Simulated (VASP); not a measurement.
**ZrC: relaxation of cell and atoms with r2SCAN**

The system is ZrC.

```
Zr C
1.0
     0.00000    2.33500    2.33500
     2.33500    0.00000    2.33500
     2.33500    2.33500    0.00000
Zr C
1 1
Cartesian
  0.0000 0.0000 0.0000
  2.3350 2.3350 2.3350
```

| Quantity | Value |
| --- | --- |
| Program | VASP 6.6.1 |
| Task | relaxation of cell and atoms |
| Functional | r2SCAN |
| Potentials or basis | VASP PAW PBE potentials, release 64 (Zr_sv, C) |
| Cutoff | 600 eV |
| k mesh | 16 × 16 × 16 |
| Occupations | gaussian, width 0.1 eV |
| Spin | no spin polarisation |
| Dipole correction | no |
| Further INCAR settings | ALGO = Normal; EDIFF = 1e-07; IBRION = 2; EDIFFG = -0.002; NSW = 100; ISIF = 3 |

```
Relaxed volume                        : 13.08 Å³/atom
Relaxed cell                          : a = 3.332 Å, b = 3.332 Å, c = 3.332 Å, α = 60.00°, β = 60.00°, γ = 60.00°
Space group after relaxing (to 0.1 Å) : Fm-3m (No. 225)
Energy gained by relaxing             : 7.0 meV/atom
Ionic steps                           : 17
Pressure after relaxing               : 0.0 GPa
Band gap on the k mesh                : zero (bands 8 and 9 overlap by 1.32 eV)
```

Step by step:
```
step  energy change (eV)  largest force (eV/Å)  pressure (GPa)  volume (Å³)
   1              0.0000                0.0000            6.56        25.46
   2              0.0269                0.0000           -9.90        27.43
   3             -0.0140                0.0000           -0.08        26.17
   4             -0.0140                0.0000            0.04        26.16
   5             -0.0140                0.0000            0.04        26.16
   6             -0.0140                0.0000            0.05        26.16
   7             -0.0140                0.0000            0.04        26.16
   8             -0.0140                0.0000            0.04        26.16
   9             -0.0140                0.0000            0.04        26.16
  10             -0.0140                0.0000            0.04        26.16
  11             -0.0140                0.0000            0.04        26.16
  12             -0.0140                0.0000            0.04        26.16
  13             -0.0140                0.0000            0.04        26.16
  14             -0.0140                0.0000            0.04        26.16
  15             -0.0140                0.0000            0.04        26.16
  16             -0.0140                0.0000            0.04        26.16
  17             -0.0140                0.0000            0.00        26.16
```

Final structure:
```xyz
2
Lattice="0.0000 2.3562 2.3562 2.3562 0.0000 2.3562 2.3562 2.3562 0.0000" Properties=species:S:1:pos:R:3 pbc="T T T"
Zr    2.3562    0.0000    2.3562
C     2.3562    2.3562    2.3562
```

Levels at points of the mesh, in eV from the Fermi level:
| k point | band 6 | band 7 | band 8 | band 9 | band 10 | band 11 |
| --- | --- | --- | --- | --- | --- | --- |
| (0.00, 0.00, 0.00) | 0.92 | 0.92 | 0.92 | 1.31 | 1.31 | 1.31 |
| (0.50, 0.00, 0.00) | -5.45 | -3.09 | -3.09 | 4.77 | 4.77 | 5.66 |
| (0.50, 0.50, 0.00) | -2.22 | -1.61 | -0.01 | -0.01 | 4.58 | 5.92 |

Run time: 16 min on 1 thread of AMD EPYC 9R45 96-Core Processor (Zen 5) (shared host), peak memory 0.19 GiB.

Caveat: the PAW data sets were made with another functional, which shifts forces and pressure a little.
